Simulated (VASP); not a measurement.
Set up this calculation in VASP 6.6.1, as the native input.

* Task: relaxation of the atoms
* Functional: r2SCAN
* Potentials or basis: VASP PAW PBE potentials, release 64 (Ir)
* Cutoff: 520 eV
* k mesh: 11 × 11 × 1
* Occupations: gaussian, width 0.1 eV
* Spin: no spin polarisation
* Dipole correction: yes
* Atoms held fixed (from 0): [0, 1]
* Further INCAR settings: ALGO = Normal; EDIFF = 1e-06; IBRION = 2; EDIFFG = -0.03; NSW = 90

The system is Ir, a slab with vacuum.

```
CELL_PARAMETERS angstrom
2.71828 0.00000 0.00000
0.00000 2.71828 0.00000
0.00000 0.00000 22.76634
ATOMIC_POSITIONS crystal
Ir 0.50000 0.50000 0.37336
Ir 0.00000 0.00000 0.45779
Ir 0.50000 0.50000 0.54221
Ir 0.00000 0.00000 0.62664
```

These files were run (other wordings do the same):

POSCAR

```
Ir
1.0
    2.7182807110      0.0000000000      0.0000000000
    0.0000000000      2.7182807110      0.0000000000
    0.0000000000      0.0000000000     22.7663441717
Ir
4
Selective dynamics
Direct
    0.5000000000      0.5000000000      0.3733581438  F F F
    0.0000000000      0.0000000000      0.4577860479  F F F
    0.5000000000      0.5000000000      0.5422139521  T T T
    0.0000000000      0.0000000000      0.6266418562  T T T
```

INCAR.step1

```
SYSTEM = Ir
PREC = Accurate
ENCUT = 520
ISMEAR = 0
SIGMA = 0.1
LREAL = .False.
LASPH = .True.
NELM = 80
LDIPOL = .True.
IDIPOL = 3
DIPOL = 0.5 0.5 0.500
GGA = PE
ALGO = Normal
EDIFF = 1E-4
LWAVE = .True.
LCHARG = .False.
```

INCAR.step2

```
SYSTEM = Ir
PREC = Accurate
ENCUT = 520
EDIFF = 1E-6
ISMEAR = 0
SIGMA = 0.1
LREAL = .False.
LASPH = .True.
NELM = 80
ALGO = Normal
ISIF = 2
LWAVE = .False.
LCHARG = .False.
LDIPOL = .True.
IDIPOL = 3
DIPOL = 0.5 0.5 0.500
METAGGA = R2SCAN
LMIXTAU = .True.
IBRION = 2
NSW = 90
EDIFFG = -0.03
ISTART = 1
```

KPOINTS

```
Automatic mesh
0
Gamma
  11 11 1
  0 0 0
```

Potentials or basis: VASP PAW PBE potentials, release 64 (Ir).

Command:

```bash
$ cat potpaw_PBE.64/Ir/POTCAR > POTCAR
$ cp INCAR.step1 INCAR
$ mpirun -np 1 vasp_std > vasp.out
$ cp INCAR.step2 INCAR
$ mpirun -np 1 vasp_std > vasp.out
```

Results of the run:

```yaml
Energy_gained_by_relaxing: 10.1 meV/atom
Ionic_steps: 5
Band_gap_on_the_k_mesh: zero (bands 18 and 19 overlap by 1.97 eV)
```

Caveat: spin-orbit coupling is left out, which moves the levels of the heavy elements.

Run time: 37 min on 1 thread of Oxide Virtual Turin-like Processor (shared host), peak memory 0.28 GiB.
